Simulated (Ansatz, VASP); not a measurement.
# One calculation of AgCl6, two programs

```
Ag Cl
1.0
     7.24575    0.00000    0.00000
     0.00000    7.24575    0.00000
     0.00000    0.00000    7.24575
Ag Cl
1 6
Direct
  0.00000 0.00000 0.00000
  0.14184 0.50000 0.50000
  0.50000 0.14184 0.50000
  0.85816 0.50000 0.50000
  0.50000 0.85816 0.50000
  0.50000 0.50000 0.14184
  0.50000 0.50000 0.85816
```

Change from the starting cell: species swapped into the GdB6 type (Pm-3m, No. 221).

Alike in both runs: functional PBE; k mesh 4 × 4 × 4; occupations gaussian, width 0.1 eV; no spin polarisation.

Ansatz relaxed the structure, and its values are those at the end. VASP's run is a single point on that final structure, the one shown.

|  | VASP | Ansatz |
| --- | --- | --- |
| version | VASP 6.6.1 | Ansatz 0.2.0 |
| potentials or method | VASP PAW PBE potentials, release 64 (Ag, Cl), cutoff 520 eV | scalar-relativistic, plane waves, PAW |
| valence electrons in the cell | 53 | 61 |

```tsv
	VASP	Ansatz	Ansatz less VASP
gap on the k mesh at the Fermi level (eV)	none	none	-
pressure (GPa)	-0.1	0.0	+0.16
rms of the force components (eV/Å)	0.084	0.001	-0.0824
```

A gap of «none» marks a metal or a gap that the smearing closes. The functional is the same, so the differences come from potentials, cutoffs and numerics. VASP's potentials hold 53 valence electrons a cell and Ansatz's 61, so a difference there can come from the potentials and not from the codes.
